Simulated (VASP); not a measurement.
# Si4B (P6/mmm) in VASP: density of states with PBE

Aim: the density of states of Si4B with PBE.

Everything below comes from runs of VASP 6.6.1. Logs are shortened: lines on timing, memory, paths and dates and some standing lists are left out, and cuts for length are marked.

**1. The cell of the first run**

It takes space group P6/mmm (No. 191, hexagonal). The conventional cell has a = 5.092 Å, b = 5.092 Å, c = 3.848 Å, α = 90.00°, β = 90.00°, γ = 120.00°. Within 3.4 Å of Si (site symmetry mmm) lie 6 Si at 2.55 Å and 4 B at 3.19 Å. Si (site symmetry 6/mmm) has 2 B at 1.92 Å and 6 Si at 2.55 Å within 2.6 Å. Within 2.6 Å of B (site symmetry 6/mmm) lie 2 Si at 1.92 Å.

**2. Density of states, PBE**

Contents of POSCAR:

```
Si4B
1.0
    5.0918510114      0.0000000000      0.0000000000
   -2.5459255057      4.4096723282      0.0000000000
    0.0000000000      0.0000000000      3.8483606238
Si B
4 1
Direct
    0.5000000000      0.0000000000      0.0000000000
    0.0000000000      0.5000000000      0.0000000000
    0.5000000000      0.5000000000      0.0000000000
    0.0000000000      0.0000000000      0.0000000000
    0.0000000000      0.0000000000      0.5000000000
```

Contents of INCAR.step1:

```
ALGO     = Normal         # electronic algorithm
EDIFF    = 1E-6           # SCF threshold, eV
ENCUT    = 520            # plane-wave cutoff, eV
GGA      = PE             # functional
ISIF     = 2              # what is computed and relaxed
ISMEAR   = 0              # smearing method
LASPH    = T              # aspherical terms in the spheres
LCHARG   = T              # write CHGCAR
LREAL    = F              # projectors in reciprocal space
LWAVE    = F              # write WAVECAR
NBANDS   = 18             # bands
NELM     = 60             # most SCF steps
PREC     = Accurate       # precision mode
SIGMA    = 0.1            # smearing width, eV
```

Contents of KPOINTS.step1:

```
k-points
0
Gamma
  12 12 10
```

Contents of INCAR.step2:

```
ALGO     = Normal         # electronic algorithm
EDIFF    = 1E-6           # SCF threshold, eV
ENCUT    = 520            # plane-wave cutoff, eV
GGA      = PE             # functional
ICHARG   = 11             # starting density
ISIF     = 2              # what is computed and relaxed
ISMEAR   = -5             # smearing method
LASPH    = T              # aspherical terms in the spheres
LCHARG   = F              # write CHGCAR
LORBIT   = 11             # projections on sites
LREAL    = F              # projectors in reciprocal space
LWAVE    = F              # write WAVECAR
NBANDS   = 18             # bands
NEDOS    = 2001           # points of the DOS
NELM     = 60             # most SCF steps
PREC     = Accurate       # precision mode
SIGMA    = 0.1            # smearing width, eV
```

Contents of KPOINTS.step2:

```
k-points
0
Gamma
  18 18 15
```

Potentials or basis: VASP PAW PBE potentials, release 64 (Si, B).

Command:

```bash
cat potpaw_PBE.64/Si/POTCAR potpaw_PBE.64/B/POTCAR > POTCAR
cp INCAR.step1 INCAR
cp KPOINTS.step1 KPOINTS
mpirun -np 1 vasp_std > vasp.out
cp INCAR.step2 INCAR
cp KPOINTS.step2 KPOINTS
mpirun -np 1 vasp_std > vasp.out
```

OUTCAR:

```text
EDIFF = 1E-6
   ENCUT = 520
   GGA = PE
   ICHARG = 11
   ISIF = 2
   ISMEAR = -5
   LASPH = T
   LORBIT = 11
   LREAL = F
   NELM = 60
   PREC = Accurate

 ion  position               nearest neighbor table
   1  0.500  0.000  0.000-   4 2.55   4 2.55   2 2.55   3 2.55   3 2.55   2 2.55
   2  0.000  0.500  0.000-   3 2.55   3 2.55   4 2.55   4 2.55   1 2.55   1 2.55
   3  0.500  0.500  0.000-   2 2.55   2 2.55   4 2.55   1 2.55   1 2.55   4 2.55
   4  0.000  0.000  0.000-   5 1.92   5 1.92   1 2.55   1 2.55   3 2.55   2 2.55   2 2.55   3 2.55

   5  0.000  0.000  0.500-   4 1.92   4 1.92

  LATTYP: Found a hexagonal cell.
 ALAT       =     5.0918510114
 C/A-ratio  =     0.7557881437

  Lattice vectors:

 A1 = (   5.0918510114,   0.0000000000,   0.0000000000)
 A2 = (  -2.5459255057,   4.4096723282,   0.0000000000)
 A3 = (   0.0000000000,   0.0000000000,   3.8483606238)

Analysis of symmetry for initial positions (statically):
=====================================================================
 Subroutine PRICEL returns:
 Original cell was already a primitive cell.

 Routine SETGRP: Setting up the symmetry group for a
 hexagonal supercell.

 Subroutine GETGRP returns: Found 24 space group operations
 (whereof 24 operations were pure point group operations)
 out of a pool of 24 trial point group operations.

The static configuration has the point symmetry D_6h.

Analysis of symmetry for dynamics (positions and initial velocities):
=====================================================================
 Subroutine PRICEL returns:
 Original cell was already a primitive cell.

 Routine SETGRP: Setting up the symmetry group for a
 hexagonal supercell.

 Subroutine GETGRP returns: Found 24 space group operations
 (whereof 24 operations were pure point group operations)
 out of a pool of 24 trial point group operations.

The dynamic configuration has the point symmetry D_6h.

 Subroutine INISYM returns: Found 24 space group operations
 (whereof 24 operations are pure point group operations),
 and found     1 'primitive' translations

----------------------------------------------------------------------------------------

                                     Primitive cell

  volume of cell :      86.4088

  direct lattice vectors                    reciprocal lattice vectors
     5.091851011  0.000000000  0.000000000     0.196392235  0.113387110  0.000000000
    -2.545925506  4.409672328  0.000000000     0.000000000  0.226774219  0.000000000
     0.000000000  0.000000000  3.848360624     0.000000000  0.000000000  0.259850907

  length of vectors
     5.091851011  5.091851011  3.848360624     0.226774219  0.226774219  0.259850907

  position of ions in fractional coordinates (direct lattice)
     0.500000000  0.000000000  0.000000000
     0.000000000  0.500000000  0.000000000
     0.500000000  0.500000000  0.000000000
     0.000000000  0.000000000  0.000000000
     0.000000000  0.000000000  0.500000000

  ion indices of the primitive-cell ions
   primitive index   ion index
                 1           1
                 2           2
                 3           3
                 4           4
                 5           5

----------------------------------------------------------------------------------------

 KPOINTS: k-points

Automatic generation of k-mesh.
 Grid dimensions read from file:
 generate k-points for:   18   18   15

 Generating k-lattice:

  Cartesian coordinates                     Fractional coordinates (reciprocal lattice)
     0.010910680  0.006299284  0.000000000     0.055555556 -0.000000000  0.000000000
     0.000000000  0.012598568  0.000000000     0.000000000  0.055555556  0.000000000
     0.000000000  0.000000000  0.017323394     0.000000000  0.000000000  0.066666667

  Length of vectors
     0.012598568  0.012598568  0.017323394

  Shift w.r.t. Gamma in fractional coordinates (k-lattice)
     0.000000000  0.000000000  0.000000000

 TETIRR: Found   4782 inequivalent tetrahedra from    29160

 Subroutine IBZKPT returns following result:
 ===========================================

 Found    296 irreducible k-points:

 Following reciprocal coordinates:
            Coordinates               Weight
  0.000000  0.000000  0.000000      1.000000
  0.055556  0.000000  0.000000      6.000000
  0.111111  0.000000  0.000000      6.000000
  0.166667  0.000000  0.000000      6.000000
  0.222222  0.000000  0.000000      6.000000
  0.277778  0.000000  0.000000      6.000000
[... 16 lines left out ...]
  0.333333  0.111111  0.000000     12.000000
  0.388889  0.111111  0.000000     12.000000
 [... further k-points ...]
   k-points           NKPTS =    296   k-points in BZ     NKDIM =    296   number of bands    NBANDS=     18
   number of dos      NEDOS =   2001   number of ions     NIONS =      5
   total plane-waves  NPLWV =  48000
   dimension x,y,z NGX =    40 NGY =   40 NGZ =   30
   dimension x,y,z NGXF=    80 NGYF=   80 NGZF=   60
   ions per type =               4   1
   NGX,Y,Z   is equivalent  to a cutoff of  13.06, 13.06, 12.96 a.u.
   NGXF,Y,Z  is equivalent  to a cutoff of  26.12, 26.12, 25.92 a.u.
 SYSTEM =  unknown system
   PREC   = accura    normal or accurate (medium, high low for compatibility)
   ISTART =      0    job   : 0-new  1-cont  2-samecut
   ICHARG =     11    charge: 1-file 2-atom 10-const
   ISPIN  =      1    spin polarized calculation?
   LNONCOLLINEAR =      F non collinear calculations
   LSORBIT =      F    spin-orbit coupling
   LASPH  =      T    aspherical Exc in radial PAW
   ENCUT  =  520.0 eV  38.22 Ry    6.18 a.u.   9.47  9.47  7.16*2*pi/ulx,y,z
   NELM   =     60;   NELMIN=  2; NELMDL=  0     # of ELM steps
   EDIFF  = 0.1E-05   stopping-criterion for ELM
   LREAL  =      F    real-space projection
   EDIFFG = 0.1E-04   stopping-criterion for IOM
   NSW    =      0    number of steps for IOM
   IBRION =     -1    ionic relax: 0-MD 1-quasi-New 2-CG
   NFREE  =      0    steps in history (QN), initial steepest desc. (CG)
   ISIF   =      2    stress and relaxation
   ISYM   =      2    0-nonsym 1-usesym 2-fastsym
   POTIM  = 0.5000    time-step for ionic-motion
   TEBEG  =    0.0;   TEEND  =   0.0 temperature during run
   PSTRESS=    0.0 pullay stress
   NELECT =      19.0000    total number of electrons
   NUPDOWN=      -1.0000    fix difference up-down
   EMIN   =  10.00;   EMAX   =-10.00  energy-range for DOS
   EFERMI =   0.00;   METHOD = LEGACY
   ISMEAR =    -5;   SIGMA  =   0.10  broadening in eV -4-tet -1-fermi 0-gaus
   EFERMI_NEDOS =   21; number of points for ismear=-14 and -15
   IALGO  =     38    algorithm
   IMIX   =      4    mixing-type and parameters
     AMIX     =   0.40;   BMIX     =  1.00
     AMIX_MAG =   1.60;   BMIX_MAG =  1.00
  volume/ion in A,a.u.               =      17.28       116.62
  Fermi-wavevector in a.u.,A,eV,Ry     =   0.988113  1.867264 13.284294  0.976368
  Thomas-Fermi vector in A             =   2.119616
   LORBIT       =     11    0 simple, 1 ext, 2 COOP (PROOUT), +10 PAW based schemes
   GGA     = PE    functional components
   LHFCALC =     F    Hartree Fock is set to
   AEXX    =    0.0000 exact exchange contribution
   IVDW    =     0    specifies the selected vdW correction
   LEPSILON=     F    determine dielectric tensor
   LRPA    =     F    only Hartree local field effects (RPA)
 non-spin polarized calculation
 Fermi weights with tetrahedron method with Bloechl corrections
  energy-cutoff  :      520.00
  volume of cell :       86.41
 maximum number of plane-waves:      2372
 NGX is ok and might be reduce to    40

 number of electron      19.0000001 magnetization

 Free energy of the ion-electron system (eV)
  ---------------------------------------------------
  ext. energy  EPLUGINS =         0.00000000
  ---------------------------------------------------
  free energy    TOTEN  =       -22.91353350 eV

  energy without entropy =      -22.91353350  energy(sigma->0) =      -22.91353350

 E-fermi :   6.1728     XC(G=0):  -9.8307

 val. band max:        6.1952200504   @ k =   0.1667   0.1667   0.0000
 cond. band min:       6.0597235502   @ k =   0.3333   0.3333   0.0667
 fundamental gap:     -0.1354965002
 Fermi energy:         6.1727539238

 k-point     1 :       0.0000    0.0000    0.0000
  band No.  band energies     occupation
      1      -6.9773      2.00000
      2      -1.1789      2.00000
      3       0.1259      2.00000
      4       0.1259      2.00000
      5       0.7566      2.00000
      6       1.0985      2.00000
[... 10 lines left out ...]
     17      11.8121      0.00000
     18      12.6628      0.00000

 k-point     2 :       0.0556    0.0000    0.0000
  band No.  band energies     occupation
      1      -6.9558      2.00000
      2      -1.3387      2.00000
      3       0.0058      2.00000
      4       0.0772      2.00000
      5       0.5270      2.00000
      6       1.2613      2.00000
[... 10 lines left out ...]
     17      11.9438      0.00000
     18      12.9314      0.00000

 k-point     3 :       0.1111    0.0000    0.0000
  band No.  band energies     occupation
      1      -6.8916      2.00000
      2      -1.7171      2.00000
      3      -0.2918      2.00000
      4      -0.2332      2.00000
      5       0.7553      2.00000
      6       1.6032      2.00000
[... 10 lines left out ...]
     17      12.1814      0.00000
     18      12.2133      0.00000

 k-point     4 :       0.1667    0.0000    0.0000
  band No.  band energies     occupation
      1      -6.7853      2.00000
      2      -2.1932      2.00000
      3      -0.6586      2.00000
      4      -0.4807      2.00000
      5       1.1539      2.00000
      6       1.6446      2.00000
[... 375 lines left out ...]
      4      -0.0126      2.00000
      5       1.8303      2.00000
      6       2.0679      2.00000
[... 10 lines left out ...]
     17      12.1994      0.00000
     18      13.2043      0.00000

 k-point    23 :       0.3333    0.1111    0.0000
  band No.  band energies     occupation
      1      -5.9334      2.00000
      2      -4.0764      2.00000
      3      -2.3759      2.00000
      4      -0.1147      2.00000
      5       1.8775      2.00000
      6       2.6159      2.00000
[... 10 lines left out ...]
     17      11.5393      0.00000
     18      13.0152      0.00000

 k-point    24 :       0.3889    0.1111    0.0000
  band No.  band energies     occupation
      1      -5.7084      2.00000
      2      -4.4120      2.00000
      3      -2.4548      2.00000
      4      -0.1765      2.00000
      5       1.9094      2.00000
      6       3.1202      2.00000
[... 10 lines left out ...]
     17      10.6263      0.00000
     18      13.1444      0.00000

 [... further k-points ...]
[... 5 lines left out ...]
  --------------------------------------------------------------------------------------
  -------------------------------------------------------------------------------------
  Total       -0.1279760     -0.1279760      0.0538544      0.0000000      0.0000000      0.0000000
  in kB       -2.3729097     -2.3729097      0.9985588      0.0000000      0.0000000      0.0000000
  external PRESSURE =      -1.2490868 kB  Pullay stress =       0.0000000 kB

 VOLUME and BASIS-vectors are now :
 -----------------------------------------------------------------------------
  energy-cutoff  :      520.00
  volume of cell :       86.41
      direct lattice vectors                 reciprocal lattice vectors
     5.091851011  0.000000000  0.000000000     0.196392235  0.113387110  0.000000000
    -2.545925506  4.409672328  0.000000000     0.000000000  0.226774219  0.000000000
     0.000000000  0.000000000  3.848360624     0.000000000  0.000000000  0.259850907

 POSITION                                       TOTAL-FORCE (eV/Angst)
 -----------------------------------------------------------------------------------
      2.54593      0.00000      0.00000         0.000000      0.000000      0.000000
     -1.27296      2.20484      0.00000        -0.000000      0.000000      0.000000
      1.27296      2.20484      0.00000        -0.000000      0.000000      0.000000
      0.00000      0.00000      0.00000        -0.000000      0.000000      0.000000
      0.00000      0.00000      1.92418        -0.000000      0.000000      0.000000
 -----------------------------------------------------------------------------------
    total drift:                                0.000000     -0.000000     -0.000000

  FREE ENERGIE OF THE ION-ELECTRON SYSTEM (eV)
  ---------------------------------------------------
  free  energy   TOTEN  =       -22.9135335042 eV

  energy  without entropy=      -22.9135335042  energy(sigma->0) =      -22.91353350

 total charge

# of ion       s       p       d       tot
------------------------------------------
    1        0.836   0.733   0.000   1.569
    2        0.836   0.733   0.000   1.569
    3        0.836   0.733   0.000   1.569
    4        0.744   0.904   0.000   1.648
    5        0.795   0.899   0.000   1.695
--------------------------------------------------
tot          4.049   4.000   0.000   8.049
```

It took 10 min on 1 thread of Oxide Virtual Turin-like, shared host; peak memory 0.44 GiB.

Results:

```
Valence electrons inside the program's atomic spheres : Si 1.57, 1.65; B 1.70
```

Levels at points of the mesh, in eV from the Fermi level:
```csv
k point,band 6,band 7,band 8,band 9,band 10,band 11,band 12,band 13
"(0.00, 0.00, 0.00)",-5.07,-5.07,-4.60,-0.74,0.40,2.79,2.79,3.90
"(0.50, 0.00, 0.00)",-2.59,-1.21,-0.32,-0.31,-0.30,1.02,1.74,2.24
```

Caveat: tetrahedron occupations give inexact forces and stress in metals.
